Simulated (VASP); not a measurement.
Here is a VASP 6.6.1 calculation.

INCAR

```
ALGO = Normal ; EDIFF = 1E-6
EDIFFG = -0.002 ; ENCUT = 600
GGA = PS ; IBRION = 2
ISIF = 3 ; ISMEAR = -1
LASPH = True ; LCHARG = False
LREAL = False ; LWAVE = False
NELM = 100 ; NSW = 100
PREC = Accurate ; PSTRESS = 150.0
SIGMA = 0.1
```

Contents of KPOINTS:

```
k-points
0
Gamma
  24 24 24
```

POSCAR

```
Ag
1.0
    0.0000000000      2.0269122655      2.0269122655
    2.0269122655      0.0000000000      2.0269122655
    2.0269122655      2.0269122655      0.0000000000
Ag
1
Direct
    0.0000000000      0.0000000000      0.0000000000
```

Potentials or basis: VASP PAW PBE potentials, release 64 (Ag).

Command:

```console
$ cat potpaw_PBE.64/Ag/POTCAR > POTCAR
$ mpirun -np 1 vasp_std > vasp.out
```

Task: Estimate the relaxed volume.

Result: 15.11 Å³/atom.

Task: What does it give for the space group after relaxing (to 0.05 Å)?

Result: Fm-3m (No. 225).

Task: Estimate the relaxed cell.

Result: a = 2.775 Å, b = 2.775 Å, c = 2.775 Å, α = 60.00°, β = 60.00°, γ = 60.00°.

Final structure:
```
Ag
1.0
     0.00000    1.96202    1.96202
     1.96202    0.00000    1.96202
     1.96202    1.96202    0.00000
Ag
1
Cartesian
  0.0000 0.0000 0.0000
```

Caveat: the cell is relaxed towards a set pressure, so the enthalpy falls and the energy may rise; the PAW data sets were made with another functional, which shifts forces and pressure a little.
